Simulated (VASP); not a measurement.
# Mg4Se (I4/mmm) in VASP: notebook, part 2 of 2

VASP 6.6.1. The steps go on from the part before.

## (4) Relaxation of cell and atoms, PBE

Input file INCAR:

```
PREC = Accurate
ENCUT = 600
EDIFF = 1E-6
ISMEAR = 0
SIGMA = 0.1
LREAL = F
LASPH = T
NELM = 60
ALGO = Normal
ISIF = 3
LWAVE = F
LCHARG = F
GGA = PE
IBRION = 2
NSW = 90
EDIFFG = -0.04
```

Input file KPOINTS:

```
regular mesh
0
Gamma
  6 6 6
```

Input file POSCAR:

```
Mg4Se
1.0
   -2.3092869200      2.3092869200      4.2307959500
    2.3092869200     -2.3092869200      4.2307959500
    2.3092869200      2.3092869200     -4.2307959500
Mg Se
4 1
Direct
    0.7481527900      0.7481527900      0.0000000000
    0.5000000000      0.0000000000      0.5000000000
    0.0000000000      0.5000000000      0.5000000000
    0.2518472100      0.2518472100      0.0000000000
    0.0000000000      0.0000000000      0.0000000000
```

Potentials or basis: VASP PAW PBE potentials, release 64 (Mg, Se).

Started as:

```
> cat potpaw_PBE.64/Mg/POTCAR potpaw_PBE.64/Se/POTCAR > POTCAR
> mpirun -np 1 vasp_std > vasp.out
```

OUTCAR:

```text
PREC = Accurate
   ENCUT = 600
   EDIFF = 1E-6
   ISMEAR = 0
   LREAL = F
   LASPH = T
   NELM = 60
   ISIF = 3
   GGA = PE
   IBRION = 2
   NSW = 90
   EDIFFG = -0.04

 ion  position               nearest neighbor table
   1  0.748  0.748  0.000-   5 2.13   3 3.12   2 3.12   2 3.12   3 3.12   2 3.14   3 3.14   3 3.14
                             2 3.14   4 3.27   4 3.27   4 3.27   4 3.27
   2  0.500  0.000  0.500-   5 2.31   5 2.31   1 3.12   1 3.12   4 3.12   4 3.12   1 3.14   4 3.14
                             1 3.14   4 3.14   3 3.27   3 3.27   3 3.27   3 3.27
   3  0.000  0.500  0.500-   5 2.31   5 2.31   1 3.12   1 3.12   4 3.12   4 3.12   1 3.14   4 3.14
                             4 3.14   1 3.14   2 3.27   2 3.27   2 3.27   2 3.27
   4  0.252  0.252  0.000-   5 2.13   2 3.12   3 3.12   2 3.12   3 3.12   3 3.14   2 3.14   3 3.14
                             2 3.14   1 3.27   1 3.27   1 3.27   1 3.27
   5  0.000  0.000  0.000-   1 2.13   4 2.13   3 2.31   2 2.31   3 2.31   2 2.31

  LATTYP: Found a body centered tetragonal cell.
 ALAT       =     4.6185738400
 C/A-ratio  =     1.8320789476

  Lattice vectors:

 A1 = (  -2.3092869200,   2.3092869200,   4.2307959500)
 A2 = (   2.3092869200,  -2.3092869200,   4.2307959500)
 A3 = (   2.3092869200,   2.3092869200,  -4.2307959500)

Analysis of symmetry for initial positions (statically):
=====================================================================
 Subroutine PRICEL returns:
 Original cell was already a primitive cell.

 Routine SETGRP: Setting up the symmetry group for a
 body centered tetragonal supercell.

 Subroutine GETGRP returns: Found 16 space group operations
 (whereof 16 operations were pure point group operations)
 out of a pool of 16 trial point group operations.

The static configuration has the point symmetry D_4h.

Analysis of symmetry for dynamics (positions and initial velocities):
=====================================================================
 Subroutine PRICEL returns:
 Original cell was already a primitive cell.

 Routine SETGRP: Setting up the symmetry group for a
 body centered tetragonal supercell.

 Subroutine GETGRP returns: Found 16 space group operations
 (whereof 16 operations were pure point group operations)
 out of a pool of 16 trial point group operations.

The dynamic configuration has the point symmetry D_4h.

 Subroutine INISYM returns: Found 16 space group operations
 (whereof 16 operations are pure point group operations),
 and found     1 'primitive' translations

----------------------------------------------------------------------------------------

                                     Primitive cell

  volume of cell :      90.2481

  direct lattice vectors                    reciprocal lattice vectors
    -2.309286920  2.309286920  4.230795950     0.000000000  0.216517054  0.118181072
     2.309286920 -2.309286920  4.230795950     0.216517054  0.000000000  0.118181072
     2.309286920  2.309286920 -4.230795950     0.216517054  0.216517054  0.000000000

  length of vectors
     5.344646530  5.344646530  5.344646530     0.246670631  0.246670631  0.306201354

  position of ions in fractional coordinates (direct lattice)
     0.748152790  0.748152790  0.000000000
     0.500000000  0.000000000  0.500000000
     0.000000000  0.500000000  0.500000000
     0.251847210  0.251847210  0.000000000
[... 88 lines left out ...]
   ISYM   =      2    0-nonsym 1-usesym 2-fastsym
   POTIM  = 0.5000    time-step for ionic-motion
   TEBEG  =    0.0;   TEEND  =   0.0 temperature during run
   PSTRESS=    0.0 pullay stress
   NELECT =      14.0000    total number of electrons
   NUPDOWN=      -1.0000    fix difference up-down
   EMIN   =  10.00;   EMAX   =-10.00  energy-range for DOS
   EFERMI =   0.00;   METHOD = LEGACY
   ISMEAR =     0;   SIGMA  =   0.10  broadening in eV -4-tet -1-fermi 0-gaus
   EFERMI_NEDOS =   21; number of points for ismear=-14 and -15
   IALGO  =     38    algorithm
   IMIX   =      4    mixing-type and parameters
     AMIX     =   0.40;   BMIX     =  1.00
     AMIX_MAG =   1.60;   BMIX_MAG =  1.00
  volume/ion in A,a.u.               =      18.05       121.80
  Fermi-wavevector in a.u.,A,eV,Ry     =   0.879640  1.662278 10.527729  0.773766
  Thomas-Fermi vector in A             =   1.999891
   LORBIT       =      0    0 simple, 1 ext, 2 COOP (PROOUT), +10 PAW based schemes
   GGA     = PE    functional components
   LHFCALC =     F    Hartree Fock is set to
   AEXX    =    0.0000 exact exchange contribution
   IVDW    =     0    specifies the selected vdW correction
   LEPSILON=     F    determine dielectric tensor
   LRPA    =     F    only Hartree local field effects (RPA)
 conjugate gradient relaxation of ions
 non-spin polarized calculation
 Gauss-broadening in eV      SIGMA  =   0.10
  energy-cutoff  :      600.00
  volume of cell :       90.25
 maximum number of plane-waves:      3028
 NGX is ok and might be reduce to    48
   NGX = 21   NGY = 21   NGZ = 21

--------------------------------------- Ionic step        1  -------------------------------------------

 number of electron      14.0000000 magnetization

 Free energy of the ion-electron system (eV)
  ---------------------------------------------------
  ext. energy  EPLUGINS =         0.00000000
  ---------------------------------------------------
  free energy    TOTEN  =        -6.54770825 eV

  energy without entropy =       -6.53843482  energy(sigma->0) =       -6.54307154

------------------------ aborting loop because EDIFF is reached ----------------------------------------

  FORCE on cell =-STRESS in cart. coord.  units (eV):
  Direction    XX          YY          ZZ          XY          YZ          ZX
  --------------------------------------------------------------------------------------
  -------------------------------------------------------------------------------------
  Total       13.6511580     13.6511580     24.7692129      0.0000000      0.0000000      0.0000000
  in kB      242.3495474    242.3495474    439.7288156      0.0000000      0.0000000      0.0000000
  external PRESSURE =     308.1426368 kB  Pullay stress =       0.0000000 kB
[... 98 lines left out ...]
  FREE ENERGIE OF THE ION-ELECTRON SYSTEM (eV)
  ---------------------------------------------------
  free  energy   TOTEN  =        -9.9520953642 eV

  energy  without entropy=       -9.9434881601  energy(sigma->0) =       -9.94779176

[... ionic steps 4 to 15 ...]

--------------------------------------- Ionic step       16  -------------------------------------------

 number of electron      14.0000000 magnetization

------------------------ aborting loop because EDIFF is reached ----------------------------------------
[... 73 lines left out ...]
--------------------------------------- Ionic step       18  -------------------------------------------

 number of electron      14.0000000 magnetization

 Free energy of the ion-electron system (eV)
  ---------------------------------------------------
  ext. energy  EPLUGINS =         0.00000000
  ---------------------------------------------------
  free energy    TOTEN  =       -10.06945411 eV

  energy without entropy =      -10.06093497  energy(sigma->0) =      -10.06519454

 E-fermi :   2.7045     XC(G=0):  -8.3259

 val. band max:        2.6955352297   @ k =   0.5000   0.5000   0.1667
 cond. band min:       2.7343835432   @ k =   0.3333   0.1667   0.0000
 fundamental gap:      0.0388483135
 Fermi energy:         2.7044772824

 k-point     1 :       0.0000    0.0000    0.0000
  band No.  band energies     occupation
      1     -11.2726      2.00000
      2      -1.9879      2.00000
      3      -1.7178      2.00000
      4      -1.5653      2.00000
      5      -1.5653      2.00000
      6       3.2590      0.00000
      7       3.3927      0.00000
      8       3.3927      0.00000
      9       3.5953      0.00000
     10       3.7264      0.00000
     11       4.0396      0.00000
[... 309 lines left out ...]
 k-point    24 :      -0.1667   -0.3333    0.1667
  band No.  band energies     occupation
      1     -11.2321      2.00000
      2      -2.8366      2.00000
      3      -1.9182      2.00000
      4      -1.6757      2.00000
      5      -0.3970      2.00000
      6       1.5427      2.00000
      7       2.3115      2.00000
      8       3.4764      0.00000
      9       3.8965      0.00000
     10       4.6017      0.00000
     11       5.2608      0.00000

 [... further k-points ...]

------------------------ aborting loop because EDIFF is reached ----------------------------------------

  FORCE on cell =-STRESS in cart. coord.  units (eV):
  Direction    XX          YY          ZZ          XY          YZ          ZX
  --------------------------------------------------------------------------------------
  -------------------------------------------------------------------------------------
  Total        0.1178193      0.1178193      0.1138783      0.0000000      0.0000000      0.0000000
  in kB        1.4812160      1.4812160      1.4316700      0.0000000      0.0000000      0.0000000
  external PRESSURE =       1.4647007 kB  Pullay stress =       0.0000000 kB
[... 20 lines left out ...]
  FREE ENERGIE OF THE ION-ELECTRON SYSTEM (eV)
  ---------------------------------------------------
  free  energy   TOTEN  =       -10.0694541072 eV

  energy  without entropy=      -10.0609349740  energy(sigma->0) =      -10.06519454

 reached required accuracy - stopping structural energy minimisation
```

OSZICAR:

```text
N       E                     dE             d eps       ncg     rms          rms(c)
DAV:   1     0.428659721354E+02    0.42866E+02   -0.54348E+03   660   0.112E+03
DAV:   2    -0.334807887235E+01   -0.46214E+02   -0.43635E+02   854   0.138E+02
DAV:   3    -0.696787203253E+01   -0.36198E+01   -0.35833E+01   848   0.385E+01
[... 152 lines left out ...]
DAV:   1    -0.100699959710E+02   -0.77079E-03   -0.13212E-02   696   0.724E-01    0.103E-01
DAV:   2    -0.100694889043E+02    0.50707E-03   -0.13637E-03   696   0.239E-01    0.388E-02
DAV:   3    -0.100694598536E+02    0.29051E-04   -0.60334E-04   693   0.135E-01    0.168E-02
DAV:   4    -0.100694550897E+02    0.47639E-05   -0.55555E-05   711   0.455E-02    0.876E-03
DAV:   5    -0.100694541072E+02    0.98249E-06   -0.85253E-06   719   0.199E-02
  18 F= -.10069454E+02 E0= -.10065195E+02  d E =-.127510E-02
```

CONTCAR:

```text
Mg4Se
   1.00000000000000
    -2.6749847655702585    2.6749847655702585    4.4525228296497170
     2.6749847655702585   -2.6749847655702585    4.4525228296497170
     2.6749847655702585    2.6749847655702585   -4.4525228296497170
  Mg              Se
     4     1
Direct
     0.7074081574350254    0.7074081574350254    0.0000000000000000
     0.5000000000000000    0.0000000000000000    0.5000000000000000
     0.0000000000000000    0.5000000000000000    0.5000000000000000
     0.2925918425649745    0.2925918425649745    0.0000000000000000
     0.0000000000000000    0.0000000000000000    0.0000000000000000

  0.00000000E+00  0.00000000E+00  0.00000000E+00
  0.00000000E+00  0.00000000E+00  0.00000000E+00
  0.00000000E+00  0.00000000E+00  0.00000000E+00
  0.00000000E+00  0.00000000E+00  0.00000000E+00
  0.00000000E+00  0.00000000E+00  0.00000000E+00
```

Run time: 9.9 min. Hardware: 1 thread of AMD EPYC 7R13 (Zen 3), shared host; peak memory 0.33 GiB.

Results:

| Item | Value |
| --- | --- |
| Free energy | -10.0695 eV |
| Relaxed volume | 25.49 Å³/atom |
| Relaxed cell | a = 5.843 Å, b = 5.843 Å, c = 5.843 Å, α = 125.50°, β = 125.50°, γ = 80.70° |
| Space group after relaxing (to 0.1 Å) | I4/mmm (No. 139) |
| Energy gained by relaxing | 704.3 meV/atom |
| Ionic steps | 18 |
| Pressure after relaxing | 0.1 GPa |
| Largest force after relaxing | 0.038 eV/Å |
| Band gap on the k mesh | zero (bands 7 and 8 overlap by 0.98 eV) |

Forces on the atoms (eV/Å):
```
Mg   0.000  0.000 -0.038
Mg   0.000  0.000  0.000
Mg   0.000  0.000  0.000
Mg   0.000  0.000  0.038
Se   0.000  0.000  0.000
```

Step by step:
| step | energy change (eV) | largest force (eV/Å) | pressure (GPa) | volume (Å³) |
| --- | --- | --- | --- | --- |
| 1 | 0.0000 | 4.9398 | 30.81 | 90.25 |
| 2 | -3.2731 | 0.1790 | -2.29 | 143.21 |
| 3 | -3.4044 | 0.0756 | 1.15 | 126.47 |
| 4 | -3.4116 | 0.0058 | 0.26 | 129.72 |
| 5 | -3.4116 | 0.0148 | 0.48 | 128.84 |
| 6 | -3.4446 | 0.0689 | 0.02 | 130.27 |
| 7 | -3.4687 | 0.2089 | -0.73 | 133.07 |
| 8 | -3.4836 | 0.2508 | -0.25 | 130.81 |
| 9 | -3.4887 | 0.3016 | 0.26 | 128.63 |
| 10 | -3.5031 | 0.1755 | 0.22 | 128.27 |
| 11 | -3.5108 | 0.0952 | 0.22 | 127.42 |
| 12 | -3.5121 | 0.0270 | 0.22 | 127.64 |
| 13 | -3.5157 | 0.0218 | -0.14 | 128.88 |
| 14 | -3.5161 | 0.0185 | -0.32 | 129.54 |
| 15 | -3.5190 | 0.0234 | -0.23 | 129.11 |
| 16 | -3.5205 | 0.0735 | -0.12 | 128.61 |
| 17 | -3.5215 | 0.0542 | 0.03 | 127.95 |
| 18 | -3.5217 | 0.0384 | 0.15 | 127.44 |

Final structure:
```
CELL_PARAMETERS angstrom
-2.67498 2.67498 4.45252
2.67498 -2.67498 4.45252
2.67498 2.67498 -4.45252
ATOMIC_POSITIONS crystal
Mg 0.70741 0.70741 0.00000
Mg 0.50000 0.00000 0.50000
Mg 0.00000 0.50000 0.50000
Mg 0.29259 0.29259 0.00000
Se 0.00000 0.00000 0.00000
```

Levels at points of the mesh, in eV from the Fermi level:
```
           k point  band 5  band 6  band 7  band 8  band 9  band 10
(0.00, 0.00, 0.00)   -4.27    0.55    0.69    0.69    0.89     1.02
(0.50, 0.00, 0.00)   -2.68   -1.43   -0.44    0.17    0.76     2.93
(0.50, 0.50, 0.00)   -3.25   -1.48    0.10    0.47    1.62     1.78
(0.50, 0.50, 0.50)   -3.44   -0.94   -0.64    1.28    1.28     2.86
```

Caveat: the volume moved by over 15 % at a fixed basis, so the end points are rough.

## (5) Summary

| task | cell | cutoff (eV) | gap on the mesh (eV) | pressure (GPa) | largest force (eV/Å) |
| --- | --- | --- | --- | --- | --- |
| single point | a = 5.345 Å, angles 128.8, 128.8, 75.3°, 5 atoms, atomic positions A | 520 | none | 30.8 | 4.94 |
| single point | a = 5.892 Å, angles 126.5, 126.5, 79.1°, 5 atoms, atomic positions B | 520 | none | 0.1 | 0.02 |
| relaxation of cell and atoms | relaxed from a = 5.345 Å, angles 128.8, 128.8, 75.3°, 5 atoms, atomic positions A | 600 | none | 0.1 | 0.04 |

Alike in all rows: level PBE; potentials or basis VASP PAW PBE potentials, release 64 (Mg, Se); no spin polarisation; k mesh 6 × 6 × 6; smearing gaussian 0.1 eV.

Caveats: the stress differs along the axes, from 24 to 44 GPa (at least some runs); forces of over 1 eV/Å act on the atoms, so gaps and moduli don't describe the material at rest (at least some runs); the volume moved by over 15 % at a fixed basis, so the end points are rough (at least some runs).

Total energies depend on the potentials used, so only differences within one code and one set of settings carry meaning.

The gap in the log of VASP goes by the Fermi energy; the results here count the filled bands.